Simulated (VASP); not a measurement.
Here is a VASP 6.6.1 calculation.

The input POSCAR:

```
TiO2
1.0
   -1.8996082674      1.8996082674      4.8485069703
    1.8996082674     -1.8996082674      4.8485069703
    1.8996082674      1.8996082674     -4.8485069703
Ti O
2 4
Direct
    0.0000000000      0.0000000000      0.0000000000
    0.7500000000      0.2500000000      0.5000000000
    0.2064947456      0.2064947456      0.0000000000
    0.9564947456      0.4564947456      0.5000000000
    0.5435052544      0.0435052544      0.5000000000
    0.7935052544      0.7935052544      0.0000000000
```

Contents of INCAR.step1:

```
SYSTEM = TiO2
ALGO = Normal
EDIFF = 1E-5
ENCUT = 660
GGA = PE
GGA_COMPAT = .FALSE.
ISMEAR = 0
ISPIN = 2
KPAR = 4
LASPH = .TRUE.
LCHARG = .FALSE.
LMAXMIX = 4
LREAL = .FALSE.
LWAVE = .TRUE.
MAGMOM = 1 1 0 0 0 0
NBANDS = 37
NELM = 200
PREC = Accurate
SIGMA = 0.02
```

The input INCAR.step2:

```
SYSTEM = TiO2
ALGO = Normal
EDIFF = 1E-6
ENCUT = 660
GGA_COMPAT = .FALSE.
ISIF = 2
ISMEAR = 0
ISPIN = 2
ISTART = 1
KPAR = 4
LASPH = .TRUE.
LCHARG = .FALSE.
LMAXMIX = 4
LMIXTAU = .TRUE.
LORBIT = 11
LREAL = .FALSE.
LWAVE = .FALSE.
MAGMOM = 1 1 0 0 0 0
METAGGA = R2SCAN
NBANDS = 37
NELM = 200
PREC = Accurate
SIGMA = 0.02
```

File KPOINTS:

```
k-points
0
G
  10 10 10
  0 0 0
```

Potentials or basis: VASP PAW PBE potentials, release 64 (Ti_sv, O).

Command:

```sh
$ cat potpaw_PBE.64/Ti_sv/POTCAR potpaw_PBE.64/O/POTCAR > POTCAR
$ cp INCAR.step1 INCAR
$ mpirun -np 4 vasp_std > vasp.out
$ cp INCAR.step2 INCAR
$ mpirun -np 4 vasp_std > vasp.out
```

(1) What does it give for the largest force?

(2) What does it give for the pressure?

(3) Estimate the band gap on the k mesh.

(4) Estimate the net moment.

Results:

(1) 0.064 eV/Å.

(2) -3.8 GPa.

(3) 2.53 eV (least direct gap 2.85 eV).

(4) 0.00 μB per cell.

Caveat: the cell stands under tension; the PAW data sets were made with another functional, which shifts forces and pressure a little.
